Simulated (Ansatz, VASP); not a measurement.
# Two plane-wave programs on AlCo

```
Al Co
1.0
     2.82738    0.00000    0.00000
     0.00000    2.82738    0.00000
     0.00000    0.00000    5.60690
Al Co
2 2
Direct
  0.00000 0.00000 0.71453
  0.00000 0.00000 0.28547
  0.50000 0.50000 0.00000
  0.50000 0.50000 0.50000
```

Alike in both runs: task single point; functional PBE; k mesh 6 × 6 × 4; occupations gaussian, width 0.1 eV; collinear spin.

|  | VASP | Ansatz |
| --- | --- | --- |
| version | VASP 6.6.1 | Ansatz 0.2.0 |
| potentials or method | VASP PAW PBE potentials, release 64 (Al, Co), cutoff 520 eV | scalar-relativistic, plane waves, PAW |
| valence electrons in the cell | 24 | 40 |

Ansatz gave:

| Property | Result |
| --- | --- |
| gap on the k mesh at the Fermi level (eV) | none |
| pressure (GPa) | 12.9 |
| traceless stress, the component that is largest in VASP (GPa) | 3.82 |
| rms of the force components (eV/Å) | 1.620 |
| net moment per atom (μB) | 0.05 |
| size of the moment on the site where the two differ most (μB) | 0.22 |

Q: Estimate VASP's values.

A: gap on the k mesh at the Fermi level (eV): none; pressure (GPa): 13.0; traceless stress, the component that is largest in VASP (GPa): 3.86; rms of the force components (eV/Å): 1.619; net moment per atom (μB): 0.05; size of the moment on the site where the two differ most (μB): 0.22.

Site moments also hang on the region over which each program counts them. Atom by atom the forces differ by 0.002 eV/Å (rms over components). A gap of «none» marks a metal or a gap that the smearing closes. VASP's potentials hold 24 valence electrons a cell and Ansatz's 40, so a difference there can come from the potentials and not from the codes. Ansatz's warnings: seeded moment not kept.

The k mesh is coarse, so the values compare programs but aren't converged.
